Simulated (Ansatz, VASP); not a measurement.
# Te: VASP beside Ansatz

```
Te
1.0
     2.86695    0.00000    0.00000
     0.00000    4.00097    0.00000
    -1.06002    0.00000    3.53277
Te
1
Direct
  0.00000 0.00000 0.50000
```

Alike in both runs: task relaxation of cell and atoms; functional PBE; k mesh 6 × 4 × 6; occupations gaussian, width 0.1 eV; no spin polarisation.

|  | VASP | Ansatz |
| --- | --- | --- |
| version | VASP 6.6.1 | Ansatz 0.2.0 |
| potentials or method | VASP PAW PBE potentials, release 64 (Te), cutoff 600 eV | scalar-relativistic, plane waves, PAW |
| valence electrons in the cell | 6 | 16 |

VASP gave:

- gap on the k mesh at the Fermi level, each at its own relaxed structure (eV): none
- relaxed volume (Å³/atom): 35.34
- relaxed cell length with the largest relative difference (Å): 3.759

Task: Which values does Ansatz return?

Result: gap on the k mesh at the Fermi level, each at its own relaxed structure (eV): none; relaxed volume (Å³/atom): 32.89; relaxed cell length with the largest relative difference (Å): 3.352.

A gap of «none» marks a metal or a gap that the smearing closes. One of these differences is far larger than is usual between the two programs; its cause wasn't traced. VASP's potentials hold 6 valence electrons a cell and Ansatz's 16, so a difference there can come from the potentials and not from the codes.

The k mesh is coarse, so the values compare programs but aren't converged. Spin-orbit coupling is off throughout.
